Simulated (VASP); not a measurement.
A run of VASP 6.6.1 is set up as follows.

INCAR

```
  PREC = Accurate
  ENCUT = 600
  EDIFF = 1E-6
  ISMEAR = 0
  SIGMA = 0.1
  LREAL = False
  LASPH = True
  NELM = 100
  ALGO = Fast
  ISIF = 3
  LWAVE = False
  LCHARG = False
  GGA = PE
  IBRION = 2
  NSW = 90
  EDIFFG = -0.04
```

Contents of KPOINTS:

```
regular mesh
0
Gamma
  6 6 6
```

POSCAR

```
Pt
1.0
    0.0000000000      2.7545432600      2.7545432600
    2.7545432600      0.0000000000      2.7545432600
    2.7545432600      2.7545432600      0.0000000000
Pt
3
Direct
    0.7500000000      0.7500000000      0.7500000000
    0.0000000000      0.0000000000      0.0000000000
    0.2500000000      0.2500000000      0.2500000000
```

Potentials or basis: VASP PAW PBE potentials, release 64 (Pt).

Run with:

```sh
$ cat potpaw_PBE.64/Pt/POTCAR > POTCAR
$ mpirun -np 1 vasp_std > vasp.out
```

Q: Predict the relaxed cell.

A: a = 4.288 Å, b = 4.288 Å, c = 4.288 Å, α = 60.00°, β = 60.00°, γ = 60.00°.

Q: What does it give for the relaxed volume?

A: 18.59 Å³/atom.

Q: What does it give for the band gap on the k mesh?

A: Zero (band 15 reaches 8.52 eV, above the bottom of band 16 at 7.73 eV).

The path:
| step | energy change (eV) | largest force (eV/Å) | pressure (GPa) | volume (Å³) |
| --- | --- | --- | --- | --- |
| 1 | 0.0000 | 0.0000 | 114.24 | 41.80 |
| 2 | 5.5640 | 0.0000 | -12.70 | 135.31 |
| 3 | 2.3294 | 0.0000 | -20.14 | 103.40 |
| 4 | -0.8695 | 0.0000 | -24.30 | 80.75 |
| 5 | -3.6102 | 0.0000 | -9.02 | 59.15 |
| 6 | -3.6572 | 0.0000 | 8.12 | 53.63 |
| 7 | -3.7096 | 0.0000 | -0.80 | 56.07 |
| 8 | -3.7102 | 0.0000 | 0.19 | 55.76 |

Caveat: the volume moved by over 15 % at a fixed basis, so the end points are rough; spin-orbit coupling is left out, which moves the levels of the heavy elements.
